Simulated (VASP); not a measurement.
Wanted: the native input for a VASP 6.6.1 run.

```yaml
Task: single point
Functional: PBE
Potentials_or_basis: VASP PAW PBE potentials, release 64 (Pb_d, O)
Cutoff: 520 eV
k_mesh: 8 × 8 × 6
Occupations: gaussian, width 0.02 eV
Spin: no spin polarisation
Dipole_correction: no
Further_INCAR_settings: ALGO = Normal; EDIFF = 1e-06; NBANDS = 28
```

The structure of PbO lies in POSCAR:

```
PbO
1.0
    4.0657075078      0.0000000000      0.0000000000
    0.0000000000      4.0657075078      0.0000000000
    0.0000000000      0.0000000000      5.9066543247
Pb O
2 2
Direct
    0.0000000000      0.5000000000      0.2012717273
    0.5000000000      0.0000000000      0.7987282727
    0.0000000000      0.0000000000      0.0000000000
    0.5000000000      0.5000000000      0.0000000000
```

This cell differs from its parent crystal: volume scaled by 1.06, then relaxed in part.

The input as run:

INCAR

```
SYSTEM = PbO
PREC = Accurate ; ENCUT = 520
EDIFF = 1E-6 ; ISMEAR = 0
SIGMA = 0.02 ; LREAL = .FALSE.
LASPH = .TRUE. ; NELM = 100
ALGO = Normal ; ISIF = 2
LWAVE = .FALSE. ; LCHARG = .TRUE.
GGA = PE ; LELF = .TRUE.
LVHAR = .TRUE. ; NBANDS = 28
```

KPOINTS

```
Automatic mesh
0
G
  8 8 6
  0 0 0
```

Potentials or basis: VASP PAW PBE potentials, release 64 (Pb_d, O).

The run is started by

```sh
$ cat potpaw_PBE.64/Pb_d/POTCAR potpaw_PBE.64/O/POTCAR > POTCAR
$ mpirun -np 1 vasp_std > vasp.out
```

It gave:

The pressure is -0.3 GPa and the largest force is 0.036 eV/Å. The band gap on the k mesh is 1.77 eV, indirect (least direct gap 1.79 eV).

Caveat: spin-orbit coupling is left out, which moves the levels of the heavy elements.

Run time: 2.8 min on 1 thread of Intel(R) Xeon(R) Platinum 8259CL CPU @ 2.50GHz (Skylake/Cascade Lake) (shared host), peak memory 0.28 GiB.
